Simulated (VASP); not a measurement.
Set up this calculation in VASP 6.6.1, as the native input.

| Quantity | Value |
| --- | --- |
| Task | relaxation of cell and atoms |
| Functional | r2SCAN |
| Potentials or basis | VASP PAW PBE potentials, release 64 (Bi_d) |
| Cutoff | 600 eV |
| k mesh | 16 × 16 × 16 |
| Occupations | gaussian, width 0.1 eV |
| Spin | no spin polarisation |
| Dipole correction | no |
| Further INCAR settings | ALGO = Normal; EDIFF = 1e-07; IBRION = 2; EDIFFG = -0.005; NSW = 100; ISIF = 3 |

Bi:

```
Bi
1.0
    -1.98143    1.98143    1.98143
     1.98143   -1.98143    1.98143
     1.98143    1.98143   -1.98143
Bi
1
Direct
  0.00000 0.00000 0.00000
```

The input as run:

POSCAR

```
Bi
1.0
   -1.9814305318      1.9814305318      1.9814305318
    1.9814305318     -1.9814305318      1.9814305318
    1.9814305318      1.9814305318     -1.9814305318
Bi
1
Direct
    0.0000000000      0.0000000000      0.0000000000
```

INCAR.step1

```
  PREC = Accurate
  ENCUT = 600
  ISMEAR = 0
  SIGMA = 0.1
  LREAL = F
  LASPH = T
  NELM = 100
  GGA = PE
  ALGO = Normal
  EDIFF = 1E-4
  LWAVE = T
  LCHARG = F
```

INCAR.step2

```
  PREC = Accurate
  ENCUT = 600
  EDIFF = 1E-7
  ISMEAR = 0
  SIGMA = 0.1
  LREAL = F
  LASPH = T
  NELM = 100
  ALGO = Normal
  ISIF = 3
  LWAVE = F
  LCHARG = F
  METAGGA = R2SCAN
  LMIXTAU = T
  IBRION = 2
  NSW = 100
  EDIFFG = -0.005
  ISTART = 1
```

KPOINTS

```
regular mesh
0
Gamma
  16 16 16
```

Potentials or basis: VASP PAW PBE potentials, release 64 (Bi_d).

Run with:

```console
$ cat potpaw_PBE.64/Bi_d/POTCAR > POTCAR
$ cp INCAR.step1 INCAR
$ mpirun -np 1 vasp_std > vasp.out
$ cp INCAR.step2 INCAR
$ mpirun -np 1 vasp_std > vasp.out
```

Results of the run:

```
Relaxed volume                         : 31.08 Å³/atom
Relaxed cell                           : a = 3.431 Å, b = 3.431 Å, c = 3.431 Å, α = 109.47°, β = 109.47°, γ = 109.47°
Space group after relaxing (to 0.05 Å) : Im-3m (No. 229)
Energy gained by relaxing              : 0.0 meV/atom
Ionic steps                            : 2
Pressure after relaxing                : 0.0 GPa
```

Caveat: the PAW data sets were made with another functional, which shifts forces and pressure a little.

It took 5.6 min on 1 thread of AMD EPYC 7R43 64-Core Processor (Zen 3) (shared host), peak memory 0.17 GiB.
